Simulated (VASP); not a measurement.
Set up this calculation in VASP 6.6.1, as the native input.

```
Task                   : single point
Functional             : PBEsol
Potentials or basis    : VASP PAW PBE potentials, release 64 (Sc_sv)
Cutoff                 : 520 eV
k mesh                 : 11 × 11 × 11
Occupations            : methfessel-paxton, width 0.15 eV
Spin                   : no spin polarisation
Dipole correction      : no
Further INCAR settings : ALGO = Normal; EDIFF = 1e-06; NBANDS = 12
```

The structure of Sc lies in POSCAR:

```
Sc
1.0
    0.0000000000      2.2216875138      2.2216875138
    2.2216875138      0.0000000000      2.2216875138
    2.2216875138      2.2216875138      0.0000000000
Sc
1
Direct
    0.0000000000      0.0000000000      0.0000000000
```

These files were run (other wordings do the same):

INCAR

```
  PREC = Accurate
  ENCUT = 520
  EDIFF = 1E-6
  ISMEAR = 1
  SIGMA = 0.15
  LREAL = F
  LASPH = T
  NELM = 100
  ALGO = Normal
  ISIF = 2
  LWAVE = F
  LCHARG = F
  GGA = PS
  NBANDS = 12
```

KPOINTS

```
Automatic mesh
0
Gamma
  11 11 11
```

Potentials or basis: VASP PAW PBE potentials, release 64 (Sc_sv).

Run with:

```sh
$ cat potpaw_PBE.64/Sc_sv/POTCAR > POTCAR
$ mpirun -np 1 vasp_std > vasp.out
```

It gave:

- Pressure: 4.4 GPa

Caveat: the PAW data sets were made with another functional, which shifts forces and pressure a little.

It took 5.7 s on 1 thread of Intel(R) Xeon(R) Platinum 8488C (Sapphire Rapids), on a shared host, peak memory 0.14 GiB.
